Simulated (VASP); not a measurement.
Crystal: PbSe.

```xyz
2
Lattice="0.0000 3.4232 3.4232 3.4232 0.0000 3.4232 3.4232 3.4232 0.0000" Properties=species:S:1:pos:R:3 pbc="T T T"
Pb    0.0000    0.0000    0.0000
Se    1.7116    1.7116    1.7116
```

Base run:

| Property | Result |
| --- | --- |
| Program | VASP 6.6.1 |
| Functional | PBE |
| Potentials or basis | VASP PAW PBE potentials, release 64 (Pb_d, Se) |
| Cutoff | 520 eV |
| k mesh | 4 × 4 × 4 |
| Occupations | gaussian, width 0.01 eV |
| Spin | no spin polarisation |

Its results: band gap on the k mesh 0.62 eV (least direct gap 1.15 eV); pressure 0.7 GPa.

Q: The run is repeated on the same cell with these changes: functional from PBE to PBE-based screened hybrid with 5 % exact exchange. What comes out?

A: Band gap on the k mesh 0.76 eV (least direct gap 1.30 eV); pressure 0.5 GPa.

Caveats: spin-orbit coupling is left out, which moves the levels of the heavy elements; the PAW data sets were made with another functional, which shifts forces and pressure a little (at least some runs).

A k mesh can miss the band edges.
